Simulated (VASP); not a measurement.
The system is MoS2.

```
CELL_PARAMETERS angstrom
3.22746 0.00000 0.00000
-1.61373 2.79507 0.00000
0.00000 0.00000 6.31247
ATOMIC_POSITIONS crystal
Mo 0.00000 0.00000 0.50000
S 0.66667 0.33333 0.74468
S 0.33333 0.66667 0.25532
```

* Program: VASP 6.6.1
* Task: relaxation of cell and atoms
* Functional: revPBE
* Potentials or basis: VASP PAW PBE potentials, release 64 (Mo_sv, S)
* Cutoff: 600 eV
* k mesh: 9 × 9 × 4
* Occupations: fermi-dirac, width 0.05 eV
* Spin: no spin polarisation

At the start: pressure 2.8 GPa; volume 18.98 Å³/atom.

Problem. Where does the relaxation end?

Solution. Over 23 steps the energy falls by 23.3 meV/atom and the volume is 23.42 Å³/atom (+23.4 %); space group P-3m1 (No. 164, to 0.05 Å).

The path:
| step | energy change (eV) | largest force (eV/Å) | pressure (GPa) | volume (Å³) |
| --- | --- | --- | --- | --- |
| 1 | 0.0000 | 0.3186 | 2.75 | 56.94 |
| 2 | 0.0170 | 0.7081 | -4.28 | 59.67 |
| 3 | -0.0130 | 0.1087 | -0.23 | 58.01 |
| 4 | -0.0171 | 0.1323 | -0.07 | 58.01 |
| 5 | -0.0216 | 0.1945 | 0.40 | 58.01 |
| 6 | -0.0253 | 0.1664 | 0.49 | 58.32 |
| 7 | -0.0350 | 0.0771 | 0.82 | 59.27 |
| 8 | -0.0470 | 0.1247 | 1.67 | 61.17 |
| 9 | -0.0368 | 0.6417 | 3.98 | 64.97 |
| 10 | -0.0461 | 0.4116 | 2.98 | 63.08 |
| 11 | -0.0470 | 0.4032 | 2.92 | 63.20 |
| 12 | -0.0495 | 0.3806 | 2.71 | 63.56 |
| 13 | -0.0540 | 0.3364 | 2.32 | 64.29 |
| 14 | -0.0609 | 0.2560 | 1.61 | 65.74 |
| 15 | -0.0677 | 0.1256 | 0.45 | 68.69 |
| 16 | -0.0620 | 0.0271 | -1.03 | 74.70 |
| 17 | -0.0674 | 0.1190 | 0.12 | 70.70 |
| 18 | -0.0673 | 0.1034 | 0.00 | 71.11 |
| 19 | -0.0678 | 0.0874 | -0.04 | 71.04 |
| 20 | -0.0690 | 0.0380 | -0.15 | 70.85 |
| 21 | -0.0697 | 0.0609 | -0.38 | 70.45 |
| 22 | -0.0697 | 0.0396 | -0.33 | 70.53 |
| 23 | -0.0700 | 0.0055 | -0.04 | 70.27 |

Final structure:
```
Mo S
1.0
     3.21683    0.00000    0.00000
    -1.60842    2.78586    0.00000
     0.00000    0.00000    7.84172
Mo S
1 2
Direct
  0.00000 0.00000 0.50000
  0.66667 0.33333 0.70135
  0.33333 0.66667 0.29865
```

Caveat: the volume moved by over 15 % at a fixed basis, so the end points are rough; the PAW data sets were made with another functional, which shifts forces and pressure a little; this functional lacks dispersion, which binds the layers, so the pressure and a relaxed spacing across them are unreliable.
